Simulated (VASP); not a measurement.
# AlNi (Cmmm) in VASP: a series of runs

Runs on AlNi. Level: r2SCAN. Tasks: single point.

All numbers are computed with VASP 6.6.1; they aren't measurements. Logs are shortened: lines on timing, memory, paths and dates and some standing lists are left out, and cuts for length are marked.

## Step 1: The cell of the first run

Symmetry: Cmmm, No. 65, orthorhombic system. Conventional cell: a = 3.877 Å, b = 3.906 Å, c = 3.099 Å, α = 90.00°, β = 90.00°, γ = 90.00°. Al (site symmetry mmm) has 8 Ni at 2.48 to 2.49 Å and 6 Al at 2.75 to 3.10 Å within 3.3 Å. Ni (site symmetry mmm) has 8 Al at 2.48 to 2.49 Å and 6 Ni at 2.75 to 3.10 Å within 3.3 Å.

## Step 2: Single point, r2SCAN

POSCAR

```
AlNi
1.0
    1.9386940000     -1.9531901500      0.0000000000
    1.9386940000      1.9531901500      0.0000000000
    0.0000000000      0.0000000000      3.0994300413
Al Ni
1 1
Direct
    0.0000000000      0.0000000000      0.0000000000
    0.5000000000      0.5000000000      0.5000000000
```

INCAR.step1

```
ALGO = Normal
EDIFF = 1E-4
ENCUT = 520
GGA = PE
ISMEAR = 0
LASPH = True
LCHARG = False
LREAL = False
LWAVE = True
NBANDS = 14
NELM = 100
PREC = Accurate
SIGMA = 0.1
```

INCAR.step2

```
ALGO = Normal
EDIFF = 1E-7
ENCUT = 520
ISIF = 2
ISMEAR = 0
ISTART = 1
LASPH = True
LCHARG = True
LELF = True
LMIXTAU = True
LREAL = False
LVHAR = True
LWAVE = False
METAGGA = R2SCAN
NBANDS = 14
NELM = 100
PREC = Accurate
SIGMA = 0.1
```

KPOINTS

```
k-points
0
Gamma
  10 10 8
```

Potentials or basis: VASP PAW PBE potentials, release 64 (Al, Ni).

On the command line:

```sh
> cat potpaw_PBE.64/Al/POTCAR potpaw_PBE.64/Ni/POTCAR > POTCAR
> cp INCAR.step1 INCAR
> mpirun -np 1 vasp_std > vasp.out
> cp INCAR.step2 INCAR
> mpirun -np 1 vasp_std > vasp.out
```

OUTCAR:

```text
EDIFF = 1E-7
   ENCUT = 520
   ISIF = 2
   ISMEAR = 0
   ISTART = 1
   LASPH = True
   LREAL = False
   METAGGA = R2SCAN
   NELM = 100
   PREC = Accurate

 ion  position               nearest neighbor table
   1  0.000  0.000  0.000-   2 2.48   2 2.48   2 2.48   2 2.48   2 2.49   2 2.49   2 2.49   2 2.49

   2  0.500  0.500  0.500-   1 2.48   1 2.48   1 2.48   1 2.48   1 2.49   1 2.49   1 2.49   1 2.49

  LATTYP: Found a base centered orthorhombic cell.
 ALAT       =     3.8773880000
 B/A-ratio  =     1.0074772759
 C/A-ratio  =     0.7993603017

  Lattice vectors:

 A1 = (   1.9386940000,  -1.9531901500,   0.0000000000)
 A2 = (   1.9386940000,   1.9531901500,   0.0000000000)
 A3 = (   0.0000000000,   0.0000000000,   3.0994300413)

Analysis of symmetry for initial positions (statically):
=====================================================================
 Subroutine PRICEL returns:
 Original cell was already a primitive cell.

 Routine SETGRP: Setting up the symmetry group for a
 base centered orthorhombic supercell.

 Subroutine GETGRP returns: Found  8 space group operations
 (whereof  8 operations were pure point group operations)
 out of a pool of  8 trial point group operations.

The static configuration has the point symmetry D_2h.

Analysis of symmetry for dynamics (positions and initial velocities):
=====================================================================
 Subroutine PRICEL returns:
 Original cell was already a primitive cell.

 Routine SETGRP: Setting up the symmetry group for a
 base centered orthorhombic supercell.

 Subroutine GETGRP returns: Found  8 space group operations
 (whereof  8 operations were pure point group operations)
 out of a pool of  8 trial point group operations.

The dynamic configuration has the point symmetry D_2h.

 Subroutine INISYM returns: Found  8 space group operations
 (whereof  8 operations are pure point group operations),
 and found     1 'primitive' translations

----------------------------------------------------------------------------------------

                                     Primitive cell

  volume of cell :      23.4728

  direct lattice vectors                    reciprocal lattice vectors
     1.938694000 -1.953190150  0.000000000     0.257905580 -0.255991461  0.000000000
     1.938694000  1.953190150  0.000000000     0.257905580  0.255991461  0.000000000
     0.000000000  0.000000000  3.099430041     0.000000000  0.000000000  0.322639965

  length of vectors
     2.751996764  2.751996764  3.099430041     0.363382603  0.363382603  0.322639965

  position of ions in fractional coordinates (direct lattice)
     0.000000000  0.000000000  0.000000000
     0.500000000  0.500000000  0.500000000

  ion indices of the primitive-cell ions
   primitive index   ion index
                 1           1
                 2           2

----------------------------------------------------------------------------------------

 KPOINTS: k-points

Automatic generation of k-mesh.
 Grid dimensions read from file:
 generate k-points for:   10   10    8

 Generating k-lattice:

  Cartesian coordinates                     Fractional coordinates (reciprocal lattice)
     0.025790558 -0.025599146  0.000000000     0.100000000  0.000000000  0.000000000
     0.025790558  0.025599146  0.000000000     0.000000000  0.100000000  0.000000000
     0.000000000  0.000000000  0.040329996     0.000000000  0.000000000  0.125000000

  Length of vectors
     0.036338260  0.036338260  0.040329996

  Shift w.r.t. Gamma in fractional coordinates (k-lattice)
     0.000000000  0.000000000  0.000000000

 Subroutine IBZKPT returns following result:
 ===========================================

 Found    155 irreducible k-points:

 Following reciprocal coordinates:
            Coordinates               Weight
  0.000000  0.000000  0.000000      1.000000
  0.100000 -0.000000  0.000000      4.000000
  0.200000 -0.000000  0.000000      4.000000
  0.300000 -0.000000  0.000000      4.000000
  0.400000 -0.000000  0.000000      4.000000
  0.500000 -0.000000  0.000000      2.000000
[... 16 lines left out ...]
  0.300000  0.300000  0.000000      2.000000
  0.400000  0.300000  0.000000      4.000000
 [... further k-points ...]
   k-points           NKPTS =    155   k-points in BZ     NKDIM =    155   number of bands    NBANDS=     14
   number of dos      NEDOS =    301   number of ions     NIONS =      2
   total plane-waves  NPLWV =   9600
   dimension x,y,z NGX =    20 NGY =   20 NGZ =   24
   dimension x,y,z NGXF=    40 NGYF=   40 NGZF=   48
   ions per type =               1   1
   NGX,Y,Z   is equivalent  to a cutoff of  12.08, 12.08, 12.87 a.u.
   NGXF,Y,Z  is equivalent  to a cutoff of  24.16, 24.16, 25.75 a.u.
 SYSTEM =  unknown system
   PREC   = accura    normal or accurate (medium, high low for compatibility)
   ISTART =      1    job   : 0-new  1-cont  2-samecut
   ICHARG =      0    charge: 1-file 2-atom 10-const
   ISPIN  =      1    spin polarized calculation?
   LNONCOLLINEAR =      F non collinear calculations
   LSORBIT =      F    spin-orbit coupling
   LASPH  =      T    aspherical Exc in radial PAW
   ENCUT  =  520.0 eV  38.22 Ry    6.18 a.u.   5.12  5.12  5.76*2*pi/ulx,y,z
   NELM   =    100;   NELMIN=  2; NELMDL=  0     # of ELM steps
   EDIFF  = 0.1E-06   stopping-criterion for ELM
   LREAL  =      F    real-space projection
   EDIFFG = 0.1E-05   stopping-criterion for IOM
   NSW    =      0    number of steps for IOM
   IBRION =     -1    ionic relax: 0-MD 1-quasi-New 2-CG
   NFREE  =      0    steps in history (QN), initial steepest desc. (CG)
   ISIF   =      2    stress and relaxation
   ISYM   =      2    0-nonsym 1-usesym 2-fastsym
   POTIM  = 0.5000    time-step for ionic-motion
   TEBEG  =    0.0;   TEEND  =   0.0 temperature during run
   PSTRESS=    0.0 pullay stress
   NELECT =      13.0000    total number of electrons
   NUPDOWN=      -1.0000    fix difference up-down
   EMIN   =  10.00;   EMAX   =-10.00  energy-range for DOS
   EFERMI =   0.00;   METHOD = LEGACY
   ISMEAR =     0;   SIGMA  =   0.10  broadening in eV -4-tet -1-fermi 0-gaus
   EFERMI_NEDOS =   21; number of points for ismear=-14 and -15
   IALGO  =     38    algorithm
   IMIX   =      4    mixing-type and parameters
     AMIX     =   0.40;   BMIX     =  1.00
     AMIX_MAG =   1.60;   BMIX_MAG =  1.00
  volume/ion in A,a.u.               =      11.74        79.20
  Fermi-wavevector in a.u.,A,eV,Ry     =   1.344417  2.540580 24.591955  1.807458
  Thomas-Fermi vector in A             =   2.472413
   LORBIT       =      0    0 simple, 1 ext, 2 COOP (PROOUT), +10 PAW based schemes
   METAGGA = R2SCAN    functional components
   LHFCALC =     F    Hartree Fock is set to
   AEXX    =    0.0000 exact exchange contribution
   IVDW    =     0    specifies the selected vdW correction
   LEPSILON=     F    determine dielectric tensor
   LRPA    =     F    only Hartree local field effects (RPA)
 non-spin polarized calculation
 Gauss-broadening in eV      SIGMA  =   0.10
  energy-cutoff  :      520.00
  volume of cell :       23.47
 maximum number of plane-waves:       646
   NGX = 11   NGY = 11   NGZ = 11

 number of electron      13.0000022 magnetization

 Free energy of the ion-electron system (eV)
  ---------------------------------------------------
  ext. energy  EPLUGINS =         0.00000000
  ---------------------------------------------------
  free energy    TOTEN  =       -20.02062078 eV

  energy without entropy =      -20.01419374  energy(sigma->0) =      -20.01740726

 E-fermi :  10.0920     XC(G=0): -13.1118

 val. band max:       10.0901381930   @ k =  -0.4000   0.2000   0.3750
 cond. band min:      10.1415840429   @ k =   0.4000   0.2000   0.1250
 fundamental gap:      0.0514458499
 Fermi energy:        10.0920094042

 k-point     1 :       0.0000    0.0000    0.0000
  band No.  band energies     occupation
      1      -1.7336      2.00000
      2       6.5622      2.00000
      3       6.7634      2.00000
      4       8.4150      2.00000
      5       8.4343      2.00000
      6       8.6784      2.00000
      7      13.2881      0.00000
      8      17.5434      0.00000
      9      17.6743      0.00000
     10      17.7189      0.00000
     11      19.1155      0.00000
     12      26.0402      0.00000
     13      31.6193      0.00000
     14      31.6331      0.00000

 k-point     2 :       0.1000   -0.0000    0.0000
  band No.  band energies     occupation
      1      -1.5216      2.00000
      2       6.6160      2.00000
      3       6.7790      2.00000
      4       8.2775      2.00000
      5       8.4372      2.00000
      6       8.5990      2.00000
      7      13.6101      0.00000
      8      15.4041      0.00000
      9      17.7294      0.00000
     10      17.9504      0.00000
     11      20.8159      0.00000
     12      26.9770      0.00000
     13      29.3197      0.00000
     14      31.6702      0.00000

 k-point     3 :       0.2000   -0.0000    0.0000
  band No.  band energies     occupation
      1      -0.8925      2.00000
      2       6.6473      2.00000
      3       6.8381      2.00000
      4       7.9456      2.00000
      5       8.4015      2.00000
      6       8.4681      2.00000
      7      12.8033      0.00000
      8      14.4732      0.00000
      9      17.8692      0.00000
     10      18.6745      0.00000
     11      22.2746      0.00000
     12      26.4414      0.00000
     13      29.2995      0.00000
     14      29.8251      0.00000
[... 324 lines left out ...]
 k-point    23 :       0.3000    0.3000    0.0000
  band No.  band energies     occupation
      1       1.9003      2.00000
      2       6.4668      2.00000
      3       7.1180      2.00000
      4       7.6944      2.00000
      5       7.8880      2.00000
      6       7.9006      2.00000
      7      10.9154      0.00000
      8      13.5306      0.00000
      9      17.9426      0.00000
     10      18.7787      0.00000
     11      21.5174      0.00000
     12      24.7931      0.00000
     13      25.5252      0.00000
     14      26.3245      0.00000

 k-point    24 :       0.4000    0.3000    0.0000
  band No.  band energies     occupation
      1       3.1408      2.00000
      2       5.7794      2.00000
      3       7.3590      2.00000
      4       7.5533      2.00000
      5       7.8734      2.00000
      6       7.8812      2.00000
      7      10.0369      1.56451
      8      13.9480      0.00000
      9      17.0784      0.00000
     10      19.3726      0.00000
     11      21.9552      0.00000
     12      22.8732      0.00000
     13      25.1751      0.00000
     14      26.1975      0.00000

 [... further k-points ...]
[... 5 lines left out ...]
  --------------------------------------------------------------------------------------
  -------------------------------------------------------------------------------------
  Total        0.5624833      0.2944944     -0.6856115      0.0000000      0.0000000      0.0000000
  in kB       38.3932222     20.1012016    -46.7975395      0.0000000      0.0000000      0.0000000
  external PRESSURE =       3.8989615 kB  Pullay stress =       0.0000000 kB

 VOLUME and BASIS-vectors are now :
 -----------------------------------------------------------------------------
  energy-cutoff  :      520.00
  volume of cell :       23.47
      direct lattice vectors                 reciprocal lattice vectors
     1.938694000 -1.953190150  0.000000000     0.257905580 -0.255991461  0.000000000
     1.938694000  1.953190150  0.000000000     0.257905580  0.255991461  0.000000000
     0.000000000  0.000000000  3.099430041     0.000000000  0.000000000  0.322639965

 POSITION                                       TOTAL-FORCE (eV/Angst)
 -----------------------------------------------------------------------------------
      0.00000      0.00000      0.00000        -0.000000      0.000000      0.000000
      1.93869      0.00000      1.54972         0.000000     -0.000000      0.000000
 -----------------------------------------------------------------------------------
    total drift:                                0.000000      0.000000      0.000000

  FREE ENERGIE OF THE ION-ELECTRON SYSTEM (eV)
  ---------------------------------------------------
  free  energy   TOTEN  =       -20.0206207825 eV

  energy  without entropy=      -20.0141937365  energy(sigma->0) =      -20.01740726
```

Run time: 2.1 min. Hardware: 1 thread of Intel Xeon 6975P-C (Granite Rapids), shared host; peak memory 0.17 GiB.

Results:

```yaml
Free_energy: -20.0206 eV
Pressure: 0.4 GPa
Band_gap_on_the_k_mesh: zero (an odd number of electrons rules out a gap without spin polarisation)
```

Caveat: the stress differs along the axes, from -5 to 4 GPa; the PAW data sets were made with another functional, which shifts forces and pressure a little.

## Step 3: Single point, r2SCAN

POSCAR is that of step 2.

INCAR.step1

```
PREC = Accurate
ENCUT = 520
ISMEAR = 0
SIGMA = 0.1
LREAL = F
LASPH = T
NELM = 60
NBANDS = 14
GGA = PE
ALGO = Normal
EDIFF = 1E-4
LWAVE = T
LCHARG = F
```

INCAR.step2

```
PREC = Accurate
ENCUT = 520
EDIFF = 1E-6
ISMEAR = 0
SIGMA = 0.1
LREAL = F
LASPH = T
NELM = 60
ALGO = Normal
ISIF = 2
LWAVE = F
LCHARG = T
METAGGA = R2SCAN
LMIXTAU = T
LELF = T
LVHAR = T
NBANDS = 14
ISTART = 1
```

KPOINTS

```
Automatic mesh
0
Gamma
  10 10 10
```

Potentials or basis: VASP PAW PBE potentials, release 64 (Al, Ni).

On the command line:

```sh
> cat potpaw_PBE.64/Al/POTCAR potpaw_PBE.64/Ni/POTCAR > POTCAR
> cp INCAR.step1 INCAR
> mpirun -np 1 vasp_std > vasp.out
> cp INCAR.step2 INCAR
> mpirun -np 1 vasp_std > vasp.out
```

Run time: 2.2 min. Hardware: 1 thread of Intel Xeon 6975P-C (Granite Rapids), shared host; peak memory 0.18 GiB.

The run converged. Its results:

| Quantity | Value |
| --- | --- |
| Free energy | -20.0201 eV |
| Pressure | 0.5 GPa |
| Band gap on the k mesh | zero (an odd number of electrons rules out a gap without spin polarisation) |

Stress tensor (GPa, compression positive):
```
 3.53  0.00  0.00
 0.00  2.01  0.00
 0.00  0.00 -4.11
```

Levels at points of the mesh, in eV from the Fermi level:
```csv
k point,band 4,band 5,band 6,band 7,band 8,band 9,band 10,band 11
"(0.00, 0.00, 0.00)",-1.68,-1.66,-1.42,3.19,7.45,7.57,7.62,9.02
"(0.50, 0.00, 0.00)",-2.82,-2.16,-1.54,-0.31,8.24,8.33,10.00,12.31
"(0.50, 0.50, 0.00)",-2.50,-2.50,-2.45,-0.81,2.37,3.58,11.70,14.33
"(0.00, 0.00, 0.50)",-2.13,-2.10,-1.38,-1.25,8.82,11.86,11.90,12.32
"(0.50, 0.00, 0.50)",-3.06,-2.08,-1.93,-1.23,1.46,2.44,14.74,16.37
"(0.50, 0.50, 0.50)",-1.20,-0.80,1.91,2.17,2.30,4.27,4.37,4.74
```

Caveat: the stress differs along the axes, from -4 to 4 GPa; the PAW data sets were made with another functional, which shifts forces and pressure a little.

The gap in the log of VASP goes by the Fermi energy; the results here count the filled bands.